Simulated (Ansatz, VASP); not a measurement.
**One calculation of Hf, two programs**

The input INCAR:

```
SYSTEM = Hf
PREC     = Accurate       ! precision mode
ENCUT    = 400            ! plane-wave cutoff, eV
EDIFF    = 1E-8           ! SCF threshold, eV
ISMEAR   = -1             ! smearing method
SIGMA    = 0.05           ! smearing width, eV
LREAL    = .FALSE.        ! projectors in reciprocal space
LASPH    = .TRUE.         ! aspherical terms in the spheres
NELM     = 120            ! most SCF steps
ALGO     = Normal         ! electronic algorithm
ISIF     = 2              ! what is computed and relaxed
LWAVE    = .FALSE.        ! write WAVECAR
LCHARG   = .FALSE.        ! write CHGCAR
GGA      = PE             ! functional
LEFG     = .TRUE.       
NBANDS   = 11             ! bands
GGA_COMPAT= .FALSE.
```

File KPOINTS:

```
Automatic mesh
0
G
  13 13 13
  0 0 0
```

File POSCAR:

```
Hf
1.0
    0.0168180128      2.2424017020      2.2424017020
    2.2424017020      0.0168180128      2.2424017020
    2.2592197148      2.2592197148      0.0000000000
Hf
1
Direct
    0.0000000000      0.0000000000      0.0000000000
```

Input for Ansatz:

```yaml
crystal:
  lattice:
    - [0.0168180128, 2.242401702, 2.242401702]
    - [2.242401702, 0.0168180128, 2.242401702]
    - [2.2592197148, 2.2592197148, 0.0]
  atoms:
    - { symbol: Hf, position: [0.0, 0.0, 0.0] }
kpoints:
  mp_grid: { grid: [13, 13, 13] }
scf:
  occupations: { method: fermi_dirac, width: 0.05 }
hamiltonian:
  xc: pbe
  pseudopotentials: { kind: all_electron, datasets: crystal }
output:
  forces: true
  stress: true
  eigenvalues: true
  efg: { contact_densities: true }
```

Change from the starting cell: xy shear strain of +1.5 %, crystal datasets.

Alike in both runs: task electric field gradients; functional PBE; k mesh 13 × 13 × 13; occupations fermi-dirac, width 0.05 eV; no spin polarisation.

```csv
,VASP,Ansatz
version,VASP 6.6.1,Ansatz 0.2.0
potentials or method,"VASP PAW PBE potentials, release 64 (Hf_pv), cutoff 400 eV","all-electron PAW with datasets made for the crystal, scalar-relativistic"
```

|  | VASP | Ansatz | Ansatz less VASP |
| --- | --- | --- | --- |
| pressure (GPa) | -0.5 | 0.0 | +0.51 |
| traceless stress, the component that is largest in VASP (GPa) | -1.05 | -1.05 | -0.005 |
| size of Vzz on the site where it differs most (V/Å²) | 12.8 | 12.7 | -0.09 |

Ansatz ran all-electron here, and VASP with PAW potentials.

Spin-orbit coupling is off throughout.
